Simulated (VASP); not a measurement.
# Na2W5 (P4/mmm) in VASP: further runs, part 2 of 2

VASP 6.6.1.

## 3. Single point, PBE

This run uses another cell than the first one, of 19.28 Å³/atom.

Contents of INCAR:

```
PREC = Accurate
ENCUT = 520
EDIFF = 1E-7
ISMEAR = 0
SIGMA = 0.1
LREAL = False
LASPH = True
NELM = 80
ALGO = Fast
ISIF = 2
LWAVE = False
LCHARG = False
GGA = PE
NBANDS = 51
```

Contents of KPOINTS:

```
regular mesh
0
Gamma
  6 6 2
```

Contents of POSCAR:

```
Na2W5
1.0
    3.4529191371      0.0000000000      0.0000000000
    0.0000000000      3.4529191371      0.0000000000
    0.0000000000      0.0000000000     11.3214878139
Na W
2 5
Direct
    0.0000000000      0.0000000000      0.5000000000
    0.5000000000      0.5000000000      0.0000000000
    0.0000000000      0.0000000000      0.1815296077
    0.0000000000      0.0000000000      0.8184703923
    0.5000000000      0.5000000000      0.2787444003
    0.5000000000      0.5000000000      0.7212555997
    0.5000000000      0.5000000000      0.5000000000
```

Potentials or basis: VASP PAW PBE potentials, release 64 (Na_pv, W_sv).

Run with:

```console
$ cat potpaw_PBE.64/Na_pv/POTCAR potpaw_PBE.64/W_sv/POTCAR > POTCAR
$ mpirun -np 1 vasp_std > vasp.out
```

It took 1.7 min on 1 thread of Intel Xeon 6975P-C (Granite Rapids), shared host; peak memory 0.29 GiB.

Results (log left out):

```
Free energy            : -55.0629 eV
Pressure               : 0.4 GPa
Largest force          : 0.040 eV/Å
Band gap on the k mesh : zero (bands 42 and 43 overlap by 0.80 eV)
```

Forces in eV/Å, atoms in the order of the input:
```
Na   0.000  0.000  0.000
Na   0.000  0.000  0.000
W    0.000  0.000 -0.028
W    0.000  0.000  0.028
W    0.000  0.000 -0.040
W    0.000  0.000  0.040
W    0.000  0.000  0.000
```

Levels at points of the mesh, in eV from the Fermi level:
| k point | band 38 | band 39 | band 40 | band 41 | band 42 | band 43 | band 44 | band 45 |
| --- | --- | --- | --- | --- | --- | --- | --- | --- |
| (0.00, 0.00, 0.00) | -1.30 | -1.29 | -1.29 | -0.16 | 0.23 | 0.23 | 0.52 | 0.58 |
| (0.50, 0.00, 0.00) | -1.81 | -1.62 | -1.14 | -0.34 | 0.23 | 0.27 | 0.52 | 1.42 |
| (0.50, 0.50, 0.00) | -1.11 | -0.93 | -0.93 | 0.24 | 0.61 | 0.61 | 0.84 | 0.91 |
| (0.00, 0.00, 0.50) | -1.36 | -1.29 | -1.29 | -0.16 | 0.25 | 0.25 | 0.43 | 0.43 |
| (0.50, 0.00, 0.50) | -1.86 | -1.84 | -0.76 | -0.15 | 0.23 | 0.27 | 0.94 | 1.29 |
| (0.50, 0.50, 0.50) | -1.14 | -0.93 | -0.93 | 0.13 | 0.13 | 0.24 | 0.82 | 1.25 |

Caveat: spin-orbit coupling is left out, which moves the levels of the heavy elements.

## 4. Single point, PBE

This run uses another cell than the first one, of 21.32 Å³/atom.

Contents of INCAR:

```
SYSTEM = Na2W5
PREC = Accurate ; ENCUT = 520
EDIFF = 1E-6 ; ISMEAR = 0
SIGMA = 0.1 ; LREAL = .FALSE.
LASPH = .TRUE. ; NELM = 60
ALGO = Normal ; ISIF = 2
LWAVE = .FALSE. ; LCHARG = .FALSE.
GGA = PE ; NBANDS = 51
```

Contents of KPOINTS:

```
regular mesh
0
G
  4 4 2
  0 0 0
```

Contents of POSCAR:

```
Na2W5
1.0
    4.2125377900      0.0000000000      0.0000000000
    0.0000000000      4.2125377900      0.0000000000
    0.0000000000      0.0000000000      8.4117863700
Na W
2 5
Direct
    0.0000000000      0.0000000000      0.5000000000
    0.5000000000      0.5000000000      0.0000000000
    0.0000000000      0.0000000000      0.1770627100
    0.0000000000      0.0000000000      0.8229372900
    0.5000000000      0.5000000000      0.3038368700
    0.5000000000      0.5000000000      0.6961631300
    0.5000000000      0.5000000000      0.5000000000
```

Run with:

```console
$ cat potpaw_PBE.64/Na_pv/POTCAR potpaw_PBE.64/W_sv/POTCAR > POTCAR
$ mpirun -np 1 vasp_std > vasp.out
```

Wall time 46 s (1 thread of Intel Xeon 6975P-C (Granite Rapids), shared host); peak memory 0.27 GiB.

It converged, with:

```
Free energy            : -22.9601 eV
Pressure               : 64.3 GPa
Largest force          : 63.029 eV/Å
Band gap on the k mesh : zero (bands 42 and 43 overlap by 0.65 eV)
```

Forces in eV/Å, atoms in the order of the input:
```
Na    0.000   0.000   0.000
Na    0.000   0.000   0.000
W     0.000   0.000  -2.935
W     0.000   0.000   2.935
W     0.000   0.000 -63.029
W     0.000   0.000  63.029
W     0.000   0.000   0.000
```

Stress tensor (GPa, compression positive):
```
-16.62   0.00   0.00
  0.00 -16.62   0.00
  0.00   0.00 226.00
```

Levels at points of the mesh, in eV from the Fermi level:
```csv
k point,band 40,band 41,band 42,band 43,band 44,band 45
"(0.00, 0.00, 0.00)",-0.63,-0.57,-0.25,-0.25,0.05,0.65
"(0.50, 0.00, 0.00)",-0.66,-0.28,-0.11,0.19,0.60,0.75
"(0.50, 0.50, 0.00)",-0.52,-0.52,-0.04,-0.04,0.07,0.52
"(0.00, 0.00, 0.50)",-0.47,-0.47,-0.41,-0.41,0.25,0.53
"(0.50, 0.00, 0.50)",-1.04,-0.58,0.24,0.66,0.69,0.75
"(0.50, 0.50, 0.50)",-0.94,-0.85,-0.21,-0.21,0.37,0.45
```

Caveat: the k points lie up to 0.37 Å⁻¹ apart, too coarse for converged energies and pressures of a metal; atoms lie so close that the PAW spheres overlap strongly, which falsifies energies and pressures; spin-orbit coupling is left out, which moves the levels of the heavy elements; forces of over 1 eV/Å act on the atoms, so gaps and moduli don't describe the material at rest.

## 5. Relaxation of cell and atoms, PBE

Contents of INCAR:

```
PREC = Accurate
ENCUT = 600
EDIFF = 1E-6
ISMEAR = 0
SIGMA = 0.1
LREAL = F
LASPH = T
NELM = 100
ALGO = Fast
ISIF = 3
LWAVE = F
LCHARG = F
GGA = PE
IBRION = 2
NSW = 90
EDIFFG = -0.04
```

Contents of KPOINTS:

```
regular mesh
0
Gamma
  6 6 2
```

Contents of POSCAR:

```
Na2W5
1.0
    3.4366095765      0.0000000000      0.0000000000
    0.0000000000      3.4366095765      0.0000000000
    0.0000000000      0.0000000000     11.4743100659
Na W
2 5
Direct
    0.0000000000      0.0000000000      0.5000000000
    0.5000000000      0.5000000000      0.0000000000
    0.0000000000      0.0000000000      0.1828735156
    0.0000000000      0.0000000000      0.8171264844
    0.5000000000      0.5000000000      0.2796846722
    0.5000000000      0.5000000000      0.7203153278
    0.5000000000      0.5000000000      0.5000000000
```

Run with:

```console
$ cat potpaw_PBE.64/Na_pv/POTCAR potpaw_PBE.64/W_sv/POTCAR > POTCAR
$ mpirun -np 1 vasp_std > vasp.out
```

Run time: 6.2 min. Hardware: 1 thread of Intel Xeon 6975P-C (Granite Rapids), shared host; peak memory 0.34 GiB.

Results (log left out):

```yaml
Free_energy: -55.0629 eV
Relaxed_volume: 19.40 Å³/atom
Relaxed_cell: a = 3.455 Å, b = 3.455 Å, c = 11.375 Å, α = 90.00°, β = 90.00°, γ = 90.00°
Space_group_after_relaxing_to_0.1_Å: P4/mmm (No. 123)
Energy_gained_by_relaxing: 1.3 meV/atom
Ionic_steps: 6
Pressure_after_relaxing: 0.0 GPa
Largest_force_after_relaxing: 0.034 eV/Å
Band_gap_on_the_k_mesh: zero (bands 42 and 43 overlap by 0.77 eV)
```

Forces in eV/Å, atoms in the order of the input:
```
Na   0.000  0.000  0.000
Na   0.000  0.000  0.000
W    0.000  0.000 -0.034
W    0.000  0.000  0.034
W    0.000  0.000 -0.030
W    0.000  0.000  0.030
W    0.000  0.000  0.000
```

Step by step:
```
step  energy change (eV)  largest force (eV/Å)  pressure (GPa)  volume (Å³)
   1              0.0000                0.0954            0.36       135.51
   2             -0.0067                0.1393           -0.60       136.36
   3             -0.0072                0.0900           -0.41       136.19
   4             -0.0080                0.0694            0.40       135.43
   5             -0.0085                0.0774            0.09       135.72
   6             -0.0089                0.0344            0.02       135.80
```

Final structure:
```yaml
crystal:
  lattice:
    - [3.45524, 0.00000, 0.00000]
    - [0.00000, 3.45524, 0.00000]
    - [0.00000, 0.00000, 11.37455]
  atoms:
    - { symbol: Na, position: [0.00000, 0.00000, 0.50000] }
    - { symbol: Na, position: [0.50000, 0.50000, 0.00000] }
    - { symbol: W, position: [0.00000, 0.00000, 0.18305] }
    - { symbol: W, position: [0.00000, 0.00000, 0.81695] }
    - { symbol: W, position: [0.50000, 0.50000, 0.27950] }
    - { symbol: W, position: [0.50000, 0.50000, 0.72050] }
    - { symbol: W, position: [0.50000, 0.50000, 0.50000] }
```

Levels at points of the mesh, in eV from the Fermi level:
```csv
k point,band 37,band 38,band 39,band 40,band 41,band 42,band 43,band 44,band 45,band 46
"(0.00, 0.00, 0.00)",-1.50,-1.29,-1.28,-1.28,-0.16,0.24,0.24,0.52,0.58,0.58
"(0.50, 0.00, 0.00)",-1.87,-1.80,-1.63,-1.13,-0.33,0.23,0.28,0.50,1.41,1.96
"(0.50, 0.50, 0.00)",-1.09,-1.09,-0.92,-0.92,0.26,0.60,0.60,0.83,0.92,0.92
"(0.00, 0.00, 0.50)",-1.51,-1.36,-1.28,-1.28,-0.16,0.26,0.26,0.44,0.44,0.52
"(0.50, 0.00, 0.50)",-1.87,-1.86,-1.83,-0.74,-0.18,0.23,0.28,0.94,1.26,2.01
"(0.50, 0.50, 0.50)",-1.12,-1.12,-0.92,-0.92,0.14,0.14,0.25,0.82,1.22,1.48
```

Caveat: spin-orbit coupling is left out, which moves the levels of the heavy elements.

## 6. Overview

```tsv
task	cell	k mesh	cutoff (eV)	gap on the mesh (eV)	pressure (GPa)	largest force (eV/Å)
single point	a = 3.437, b = 3.437, c = 11.474 Å, 7 atoms, atomic positions A	4 × 4 × 2	520	none	0.3	0.05
single point	a = 3.453, b = 3.453, c = 11.321 Å, 7 atoms, atomic positions B	6 × 6 × 2	520	none	0.4	0.04
single point	a = 4.213, b = 4.213, c = 8.412 Å, 7 atoms, atomic positions C	4 × 4 × 2	520	none	64.3	63.03
relaxation of cell and atoms	relaxed from a = 3.437, b = 3.437, c = 11.474 Å, 7 atoms, atomic positions A	6 × 6 × 2	600	none	0.0	0.03
```

Alike in all rows: level PBE; potentials or basis VASP PAW PBE potentials, release 64 (Na_pv, W_sv); no spin polarisation; smearing gaussian 0.1 eV.

Caveats: some runs use coarse meshes; spin-orbit coupling is left out, which moves the levels of the heavy elements; atoms lie so close that the PAW spheres overlap strongly, which falsifies energies and pressures (at least some runs); forces of over 1 eV/Å act on the atoms, so gaps and moduli don't describe the material at rest (at least some runs).

Total energies depend on the potentials used, so only differences within one code and one set of settings carry meaning.
